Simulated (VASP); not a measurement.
# Ge (Pm-3m) in VASP: further runs, part 2 of 2

VASP 6.6.1.

## Step 3: Single point, PBEsol (volume scaled by 0.92)

Input file INCAR:

```
ALGO = Normal
EDIFF = 1E-7
ENCUT = 520
GGA = PS
ISIF = 2
ISMEAR = -1
LASPH = T
LCHARG = T
LELF = T
LREAL = F
LVHAR = T
LWAVE = F
NBANDS = 13
NELM = 100
PREC = Accurate
SIGMA = 0.1
```

Input file KPOINTS:

```
k-points
0
Gamma
  13 13 13
```

Input file POSCAR:

```
Ge
1.0
    2.5954968937      0.0000000000      0.0000000000
    0.0000000000      2.5954968937      0.0000000000
    0.0000000000      0.0000000000      2.5954968937
Ge
1
Direct
    0.0000000000      0.0000000000      0.0000000000
```

Potentials or basis: VASP PAW PBE potentials, release 64 (Ge_d).

Run with:

```
$ cat potpaw_PBE.64/Ge_d/POTCAR > POTCAR
$ mpirun -np 1 vasp_std > vasp.out
```

OUTCAR:

```text
EDIFF = 1E-7
   ENCUT = 520
   GGA = PS
   ISIF = 2
   ISMEAR = -1
   LASPH = T
   LREAL = F
   NELM = 100
   PREC = Accurate

 ion  position               nearest neighbor table
   1  0.000  0.000  0.000-

  LATTYP: Found a simple cubic cell.
 ALAT       =     2.5954968937

  Lattice vectors:

 A1 = (   2.5954968937,   0.0000000000,   0.0000000000)
 A2 = (   0.0000000000,   2.5954968937,   0.0000000000)
 A3 = (   0.0000000000,   0.0000000000,   2.5954968937)

Analysis of symmetry for initial positions (statically):
=====================================================================
 Subroutine PRICEL returns:
 Original cell was already a primitive cell.

 Routine SETGRP: Setting up the symmetry group for a
 simple cubic supercell.

 Subroutine GETGRP returns: Found 48 space group operations
 (whereof 48 operations were pure point group operations)
 out of a pool of 48 trial point group operations.

The static configuration has the point symmetry O_h .

Analysis of symmetry for dynamics (positions and initial velocities):
=====================================================================
 Subroutine PRICEL returns:
 Original cell was already a primitive cell.

 Routine SETGRP: Setting up the symmetry group for a
 simple cubic supercell.

 Subroutine GETGRP returns: Found 48 space group operations
 (whereof 48 operations were pure point group operations)
 out of a pool of 48 trial point group operations.

The dynamic configuration has the point symmetry O_h .

 Subroutine INISYM returns: Found 48 space group operations
 (whereof 48 operations are pure point group operations),
 and found     1 'primitive' translations

----------------------------------------------------------------------------------------

                                     Primitive cell

  volume of cell :      17.4848

  direct lattice vectors                    reciprocal lattice vectors
[... 106 lines left out ...]
  volume/ion in A,a.u.               =      17.48       117.99
  Fermi-wavevector in a.u.,A,eV,Ry     =   1.520187  2.872737 31.442633  2.310968
  Thomas-Fermi vector in A             =   2.629071
   LORBIT       =      0    0 simple, 1 ext, 2 COOP (PROOUT), +10 PAW based schemes
   GGA     = PS    functional components
   LHFCALC =     F    Hartree Fock is set to
   AEXX    =    0.0000 exact exchange contribution
   IVDW    =     0    specifies the selected vdW correction
   LEPSILON=     F    determine dielectric tensor
   LRPA    =     F    only Hartree local field effects (RPA)
 non-spin polarized calculation
  energy-cutoff  :      520.00
  volume of cell :       17.48
 maximum number of plane-waves:       480
 NGX is ok and might be reduce to    20
   NGX =  9   NGY =  9   NGZ =  9

 number of electron      14.0000022 magnetization

 Free energy of the ion-electron system (eV)
  ---------------------------------------------------
  ext. energy  EPLUGINS =         0.00000000
  ---------------------------------------------------
  free energy    TOTEN  =        -4.72237755 eV

  energy without entropy =       -4.70896571  energy(sigma->0) =       -4.71567163

 E-fermi :   7.2869     XC(G=0): -11.7215

 val. band max:        7.2828673343   @ k =   0.4615   0.4615   0.3846
 cond. band min:       7.3176684083   @ k =   0.4615   0.3846   0.2308
 fundamental gap:      0.0348010740
 Fermi energy:         7.2869324042

 k-point     1 :       0.0000    0.0000    0.0000
  band No.  band energies     occupation
      1     -17.5188      2.00000
      2     -17.5188      2.00000
      3     -17.1634      2.00000
      4     -17.1634      2.00000
      5     -17.1634      2.00000
      6      -6.6397      2.00000
      7      14.5003      0.00000
      8      14.5003      0.00000
      9      14.5003      0.00000
     10      17.7637      0.00000
     11      17.7637      0.00000
     12      20.9477      0.00000
     13      37.5252      0.00000
[... 354 lines left out ...]
  band No.  band energies     occupation
      1     -17.4031      2.00000
      2     -17.3381      2.00000
      3     -17.2376      2.00000
      4     -17.2177      2.00000
      5     -17.1694      2.00000
      6      -1.4960      2.00000
      7       4.4423      2.00000
      8       7.7624      0.01707
      9      14.6276      0.00000
     10      19.1205      0.00000
     11      23.7108      0.00000
     12      27.5816      0.00000
     13      28.0466      0.00000

 [... further k-points ...]
[... 5 lines left out ...]
  --------------------------------------------------------------------------------------
  -------------------------------------------------------------------------------------
  Total        0.8699122      0.8699122      0.8699122      0.0000000      0.0000000     -0.0000000
  in kB       79.7121404     79.7121404     79.7121404      0.0000000      0.0000000     -0.0000000
  external PRESSURE =      79.7121404 kB  Pullay stress =       0.0000000 kB

 VOLUME and BASIS-vectors are now :
 -----------------------------------------------------------------------------
  energy-cutoff  :      520.00
  volume of cell :       17.48
      direct lattice vectors                 reciprocal lattice vectors
     2.595496894  0.000000000  0.000000000     0.385282680  0.000000000  0.000000000
     0.000000000  2.595496894  0.000000000     0.000000000  0.385282680  0.000000000
     0.000000000  0.000000000  2.595496894     0.000000000  0.000000000  0.385282680

 POSITION                                       TOTAL-FORCE (eV/Angst)
 -----------------------------------------------------------------------------------
      0.00000      0.00000      0.00000         0.000000      0.000000      0.000000
 -----------------------------------------------------------------------------------
    total drift:                               -0.000000      0.000000     -0.000000

  FREE ENERGIE OF THE ION-ELECTRON SYSTEM (eV)
  ---------------------------------------------------
  free  energy   TOTEN  =        -4.7223775507 eV

  energy  without entropy=       -4.7089657065  energy(sigma->0) =       -4.71567163
```

Wall time 16 s (1 thread of AMD EPYC 7R43 (Zen 3), shared host); peak memory 0.09 GiB.

What came out:

```
Free energy            : -4.7224 eV
Pressure               : 8.0 GPa
Band gap on the k mesh : zero (band 7 reaches 14.50 eV, above the bottom of band 8 at 4.70 eV)
```

Caveat: the PAW data sets were made with another functional, which shifts forces and pressure a little.

## Step 4: Single point, PBEsol (volume scaled by 0.96)

Input file INCAR:

```
SYSTEM = Ge
PREC = Accurate
ENCUT = 520
EDIFF = 1E-7
ISMEAR = -1
SIGMA = 0.1
LREAL = .False.
LASPH = .True.
NELM = 80
ALGO = Normal
ISIF = 2
LWAVE = .False.
LCHARG = .True.
GGA = PS
LELF = .True.
LVHAR = .True.
NBANDS = 13
```

Input file KPOINTS:

```
regular mesh
0
Gamma
  13 13 13
  0 0 0
```

Input file POSCAR:

```
Ge
1.0
    2.6325804310      0.0000000000      0.0000000000
    0.0000000000      2.6325804310      0.0000000000
    0.0000000000      0.0000000000      2.6325804310
Ge
1
Direct
    0.0000000000      0.0000000000      0.0000000000
```

Run with:

```
$ cat potpaw_PBE.64/Ge_d/POTCAR > POTCAR
$ mpirun -np 1 vasp_std > vasp.out
```

Wall time 17 s (1 thread of AMD EPYC 7R43 (Zen 3), shared host); peak memory 0.1 GiB.

Results (log left out):

| Item | Value |
| --- | --- |
| Free energy | -4.7495 eV |
| Pressure | 3.5 GPa |
| Band gap on the k mesh | zero (band 7 reaches 13.77 eV, above the bottom of band 8 at 4.29 eV) |

Levels at points of the mesh, in eV from the Fermi level:
```tsv
k point	band 5	band 6	band 7	band 8	band 9	band 10
(0.00, 0.00, 0.00)	-24.43	-13.54	6.98	6.98	6.98	10.31
```

Caveat: the PAW data sets were made with another functional, which shifts forces and pressure a little.

## Step 5: Single point, PBEsol

Input file INCAR:

```
ALGO = Normal
EDIFF = 1E-7
ENCUT = 520
GGA = PS
ISIF = 2
ISMEAR = -1
LASPH = True
LCHARG = False
LREAL = False
LWAVE = False
NBANDS = 13
NELM = 60
PREC = Accurate
SIGMA = 0.1
```

Input file KPOINTS:

```
k-points
0
Gamma
  13 13 13
```

Input file POSCAR:

```
Ge
1.0
    2.6686476585      0.0000000000      0.0000000000
    0.0000000000      2.6686476585      0.0000000000
    0.0000000000      0.0000000000      2.6686476585
Ge
1
Direct
    0.0000000000      0.0000000000      0.0000000000
```

Potentials or basis: VASP PAW PBE potentials, release 64 (Ge_d).

Run with:

```
$ cat potpaw_PBE.64/Ge_d/POTCAR > POTCAR
$ mpirun -np 1 vasp_std > vasp.out
```

OUTCAR:

```text
EDIFF = 1E-7
   ENCUT = 520
   GGA = PS
   ISIF = 2
   ISMEAR = -1
   LASPH = True
   LREAL = False
   NELM = 60
   PREC = Accurate

 ion  position               nearest neighbor table
   1  0.000  0.000  0.000-

  LATTYP: Found a simple cubic cell.
 ALAT       =     2.6686476585

  Lattice vectors:

 A1 = (   2.6686476585,   0.0000000000,   0.0000000000)
 A2 = (   0.0000000000,   2.6686476585,   0.0000000000)
 A3 = (   0.0000000000,   0.0000000000,   2.6686476585)

Analysis of symmetry for initial positions (statically):
[... 554 lines left out ...]
      7       3.7413      2.00000
      8       6.7406      0.03292
      9      13.5388      0.00000
     10      17.2468      0.00000
     11      22.0230      0.00000
     12      25.7359      0.00000
     13      26.2469      0.00000

 [... further k-points ...]
[... 5 lines left out ...]
  --------------------------------------------------------------------------------------
  -------------------------------------------------------------------------------------
  Total       -0.0128789     -0.0128789     -0.0128789      0.0000000      0.0000000      0.0000000
  in kB       -1.0857107     -1.0857107     -1.0857107      0.0000000      0.0000000      0.0000000
  external PRESSURE =      -1.0857107 kB  Pullay stress =       0.0000000 kB

 VOLUME and BASIS-vectors are now :
 -----------------------------------------------------------------------------
  energy-cutoff  :      520.00
  volume of cell :       19.01
      direct lattice vectors                 reciprocal lattice vectors
     2.668647658  0.000000000  0.000000000     0.374721630  0.000000000  0.000000000
     0.000000000  2.668647658  0.000000000     0.000000000  0.374721630  0.000000000
     0.000000000  0.000000000  2.668647658     0.000000000  0.000000000  0.374721630

 POSITION                                       TOTAL-FORCE (eV/Angst)
 -----------------------------------------------------------------------------------
      0.00000      0.00000      0.00000         0.000000      0.000000      0.000000
 -----------------------------------------------------------------------------------
    total drift:                               -0.000000      0.000000     -0.000000

  FREE ENERGIE OF THE ION-ELECTRON SYSTEM (eV)
  ---------------------------------------------------
  free  energy   TOTEN  =        -4.7577080535 eV

  energy  without entropy=       -4.7434361220  energy(sigma->0) =       -4.75057209
```

OSZICAR:

```text
N       E                     dE             d eps       ncg     rms          rms(c)
DAV:   1     0.621133178450E+02    0.62113E+02   -0.70990E+03  2412   0.301E+03
DAV:   2     0.923663720515E+00   -0.61190E+02   -0.58054E+02  2329   0.411E+02
DAV:   3    -0.469893256005E+01   -0.56226E+01   -0.55925E+01  2439   0.720E+01
DAV:   4    -0.477588805411E+01   -0.76955E-01   -0.76940E-01  2564   0.897E+00
DAV:   5    -0.477664945252E+01   -0.76140E-03   -0.76139E-03  2459   0.100E+00    0.154E+00
DAV:   6    -0.476288636902E+01    0.13763E-01   -0.11804E-02  2744   0.252E+00    0.845E-01
DAV:   7    -0.475792708770E+01    0.49593E-02   -0.63557E-03  2702   0.156E+00    0.969E-02
DAV:   8    -0.475771025440E+01    0.21683E-03   -0.82853E-04  2649   0.693E-01    0.357E-02
DAV:   9    -0.475770813184E+01    0.21226E-05   -0.17756E-05  2763   0.803E-02    0.631E-03
DAV:  10    -0.475770805346E+01    0.78380E-07   -0.46578E-07  2504   0.713E-03
   1 F= -.47577081E+01 E0= -.47505721E+01  d E =-.142719E-01
```

stdout:

```text
POSCAR found type information on POSCAR Ge
 POSCAR found :  1 types and       1 ions
 scaLAPACK will be used
 -----------------------------------------------------------------------------
|                                                                             |
|                                                                             |
|     You enforced a specific xc type in the INCAR file but a different       |
|     I HOPE YOU KNOW WHAT YOU ARE DOING!                                     |
|                                                                             |
 -----------------------------------------------------------------------------

 LDA part: xc-table for (Slater+PW92), standard interpolation
 POSCAR, INCAR and KPOINTS ok, starting setup
 FFT: planning ... GRIDC
 FFT: planning ... GRID_SOFT
 FFT: planning ... GRID
 WAVECAR not read
 entering main loop
```

Run time: 19 s. Hardware: 1 thread of AMD EPYC 7R43 (Zen 3), shared host; peak memory 0.1 GiB.

Results:

| Property | Result |
| --- | --- |
| Free energy | -4.7577 eV |
| Pressure | -0.1 GPa |
| Band gap on the k mesh | zero (band 7 reaches 13.10 eV, above the bottom of band 8 at 3.92 eV) |

Caveat: the PAW data sets were made with another functional, which shifts forces and pressure a little.

## Step 6: The runs side by side

| cell | k mesh | gap on the mesh (eV) | pressure (GPa) |
| --- | --- | --- | --- |
| a = 2.669 Å, 1 atom | 11 × 11 × 11 | none | -0.1 |
| a = 2.595 Å, 1 atom | 13 × 13 × 13 | none | 8.0 |
| a = 2.633 Å, 1 atom | 13 × 13 × 13 | none | 3.5 |
| a = 2.669 Å, 1 atom | 13 × 13 × 13 | none | -0.1 |

Alike in all rows: task single point; level PBEsol; potentials or basis VASP PAW PBE potentials, release 64 (Ge_d); no spin polarisation; cutoff (eV) 520; smearing fermi-dirac 0.1 eV.

Caveats: the PAW data sets were made with another functional, which shifts forces and pressure a little.

Absolute energies hang on the potentials; compare differences alone.
